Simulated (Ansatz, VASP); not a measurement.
**BN: VASP beside Ansatz**

```
CELL_PARAMETERS angstrom
2.48835 0.00000 0.00000
-1.24418 2.15498 0.00000
0.00000 0.00000 6.49527
ATOMIC_POSITIONS crystal
B 0.33333 0.66667 0.25000
B 0.66667 0.33333 0.75000
N 0.33333 0.66667 0.75000
N 0.66667 0.33333 0.25000
```

Alike in both runs: task single point; functional LDA; k mesh 12 × 12 × 4; occupations gaussian, width 0.05 eV; no spin polarisation.

|  | VASP | Ansatz |
| --- | --- | --- |
| version | VASP 6.6.1 | Ansatz 0.2.0 |
| potentials or method | VASP PAW LDA potentials, release 64 (B, N), cutoff 520 eV | scalar-relativistic, plane waves, PAW |
| valence electrons in the cell | 16 | 16 |

```tsv
	VASP	Ansatz	Ansatz less VASP
gap on the k mesh at the Fermi level (eV)	4.05	4.07	+0.012
least direct gap on the mesh (eV)	4.47	4.48	+0.012
pressure (GPa)	0.6	0.0	-0.61
traceless stress, the component that is largest in VASP (GPa)	-0.83	-0.02	+0.808
```

Ansatz warns that its potentials were made for another functional, while VASP's fit it. LDA's correlation is that of Perdew and Zunger in VASP and of Perdew and Wang (1992) in Ansatz.
